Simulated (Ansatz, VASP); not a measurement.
# Si2Mo in VASP and in Ansatz

```
Si Mo
1.0
    -1.66160    1.66160    4.08182
     1.66160   -1.66160    4.08182
     1.66160    1.66160   -4.08182
Si Mo
2 1
Direct
  0.33300 0.33300 0.00000
  0.66700 0.66700 0.00000
  0.00000 0.00000 0.00000
```

Alike in both runs: task single point; functional LDA; k mesh 13 × 13 × 13; no spin polarisation.

|  | VASP | Ansatz |
| --- | --- | --- |
| version | VASP 6.6.1 | Ansatz 0.2.0 |
| potentials or method | VASP PAW LDA potentials, release 64 (Si, Mo_sv), cutoff 520 eV | plane waves, PAW |
| occupations | methfessel-paxton of order 1, width 0.15 eV | cold, width 0.15 eV |
| valence electrons in the cell | 22 | 22 |

|  | VASP | Ansatz | Ansatz less VASP |
| --- | --- | --- | --- |
| pressure (GPa) | -23.3 | -23.7 | -0.39 |
| traceless stress, the component that is largest in VASP (GPa) | -2.62 | -2.64 | -0.017 |

LDA's correlation is that of Perdew and Zunger in VASP and of Perdew and Wang (1992) in Ansatz.
